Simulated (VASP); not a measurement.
Write the native input for VASP 6.6.1 that does the following.

```
Task                   : single point
Functional             : PBEsol
Potentials or basis    : VASP PAW PBE potentials, release 64 (Ga_d, Sb, As)
Cutoff                 : 520 eV
k mesh                 : 6 × 6 × 6
Occupations            : gaussian, width 0.1 eV
Spin                   : no spin polarisation
Dipole correction      : no
Further INCAR settings : ALGO = Normal; EDIFF = 1e-06; NBANDS = 46
```

The structure of Ga4SbAs3 lies in POSCAR:

```
Ga4SbAs3
1.0
    5.7765803500      0.0000000000      0.0000000000
    0.0000000000     -5.7765803500      0.0000000000
    0.0000000000      0.0000000000     -5.7765803500
Ga Sb As
4 1 3
Direct
   -0.0083982379      0.5083982379      0.5083982379
    0.5083982379     -0.0083982379      0.5083982379
    0.5083982379      0.5083982379     -0.0083982379
   -0.0083982379     -0.0083982379     -0.0083982379
    0.2500000000      0.2500000000      0.2500000000
    0.7500000000      0.7500000000      0.2500000000
    0.7500000000      0.2500000000      0.7500000000
    0.2500000000      0.7500000000      0.7500000000
```

These files were run (other wordings do the same):

INCAR

```
PREC     = Accurate       # precision mode
ENCUT    = 520            # plane-wave cutoff, eV
EDIFF    = 1E-6           # SCF threshold, eV
ISMEAR   = 0              # smearing method
SIGMA    = 0.1            # smearing width, eV
LREAL    = False          # projectors in reciprocal space
LASPH    = True           # aspherical terms in the spheres
NELM     = 60             # most SCF steps
ALGO     = Normal         # electronic algorithm
ISIF     = 2              # what is computed and relaxed
LWAVE    = False          # write WAVECAR
LCHARG   = False          # write CHGCAR
GGA      = PS             # functional
NBANDS   = 46             # bands
```

KPOINTS

```
regular mesh
0
Gamma
  6 6 6
```

Potentials or basis: VASP PAW PBE potentials, release 64 (Ga_d, Sb, As).

The run is started by

```bash
$ cat potpaw_PBE.64/Ga_d/POTCAR potpaw_PBE.64/Sb/POTCAR potpaw_PBE.64/As/POTCAR > POTCAR
$ mpirun -np 1 vasp_std > vasp.out
```

Results of the run:

* Pressure: 0.1 GPa
* Band gap on the k mesh: zero (filled and empty bands touch)

Caveat: semilocal functionals underestimate gaps, so a narrow gap can read as zero; the PAW data sets were made with another functional, which shifts forces and pressure a little; spin-orbit coupling is left out, which moves the levels of the heavy elements.

Wall time 2.6 min on 1 thread of Intel(R) Xeon(R) 6975P-C (Granite Rapids) (shared host), peak memory 0.41 GiB.
